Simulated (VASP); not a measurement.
Wanted: the native input for a VASP 6.6.1 run.

| Quantity | Value |
| --- | --- |
| Task | single point |
| Functional | LDA |
| Potentials or basis | VASP PAW LDA potentials, release 64 (Pb_d, I) |
| Cutoff | 500 eV |
| k mesh | 9 × 9 × 6 |
| Occupations | gaussian, width 0.05 eV |
| Spin | no spin polarisation |
| Dipole correction | no |
| Further INCAR settings | ALGO = Normal; EDIFF = 1e-06; NBANDS = 21 |

The structure of PbI2 lies in POSCAR:

```
PbI2
1.0
    4.6833787650      0.0000000000      0.0000000000
   -2.3416893825      4.0559249860      0.0000000000
    0.0000000000      0.0000000000      6.5997468066
Pb I
1 2
Direct
    0.0000000000      0.0000000000      0.0000000000
    0.3333333333      0.6666666667      0.2650000000
    0.6666666667      0.3333333333      0.7350000000
```

This cell differs from its parent crystal: ratio of the length along z to the lengths across it x 0.92, volume and fractional coordinates fixed.

These files were run (other wordings do the same):

INCAR

```
PREC     = Accurate       # precision mode
ENCUT    = 500            # plane-wave cutoff, eV
EDIFF    = 1E-6           # SCF threshold, eV
ISMEAR   = 0              # smearing method
SIGMA    = 0.05           # smearing width, eV
LREAL    = False          # projectors in reciprocal space
LASPH    = True           # aspherical terms in the spheres
NELM     = 120            # most SCF steps
ALGO     = Normal         # electronic algorithm
ISIF     = 2              # what is computed and relaxed
LWAVE    = False          # write WAVECAR
LCHARG   = True           # write CHGCAR
LELF     = True           # ELF
LVHAR    = True         
NBANDS   = 21             # bands
GGA_COMPAT= False
```

KPOINTS

```
Automatic mesh
0
Gamma
  9 9 6
```

Potentials or basis: VASP PAW LDA potentials, release 64 (Pb_d, I).

Launch:

```console
$ cat potpaw_LDA.64/Pb_d/POTCAR potpaw_LDA.64/I/POTCAR > POTCAR
$ mpirun -np 1 vasp_std > vasp.out
```

It gave:

The pressure is -1.1 GPa and the band gap on the k mesh is 1.79 eV (least direct gap 1.95 eV).

Caveat: spin-orbit coupling is left out, which moves the levels of the heavy elements.

Wall time 43 s on 1 thread of Intel(R) Xeon(R) 6975P-C (Granite Rapids) (shared host), peak memory 0.29 GiB.
